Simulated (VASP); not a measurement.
Write the native input for VASP 6.6.1 that does the following.

```yaml
Task: single point
Functional: PBE
Potentials_or_basis: VASP PAW PBE potentials, release 64 (Ga_d, N)
Cutoff: 520 eV
k_mesh: 10 × 10 × 10
Occupations: gaussian, width 0.02 eV
Spin: no spin polarisation
Dipole_correction: no
Further_INCAR_settings: ALGO = Normal; EDIFF = 1e-06; NBANDS = 16
```

The structure of GaN lies in POSCAR:

```
GaN
1.0
    0.0000000000      2.2038556125      2.2038556125
    2.2038556125      0.0000000000      2.2038556125
    2.2038556125      2.2038556125      0.0000000000
Ga N
1 1
Direct
    0.0000000000      0.0000000000      0.0000000000
    0.7500000000      0.7500000000      0.7500000000
```

This cell differs from its parent crystal: volume scaled by 0.91.

The input as run:

INCAR

```
PREC = Accurate ; ENCUT = 520
EDIFF = 1E-6 ; ISMEAR = 0
SIGMA = 0.02 ; LREAL = False
LASPH = True ; NELM = 60
ALGO = Normal ; ISIF = 2
LWAVE = False ; LCHARG = False
GGA = PE ; NBANDS = 16
```

KPOINTS

```
Automatic mesh
0
Gamma
  10 10 10
```

Potentials or basis: VASP PAW PBE potentials, release 64 (Ga_d, N).

The run is started by

```console
$ cat potpaw_PBE.64/Ga_d/POTCAR potpaw_PBE.64/N/POTCAR > POTCAR
$ mpirun -np 1 vasp_std > vasp.out
```

It gave:

- Pressure: 19.9 GPa
- Band gap on the k mesh: 2.16 eV, direct

It took 19 s on 1 thread of AMD EPYC 7R13, on a shared host, peak memory 0.12 GiB.
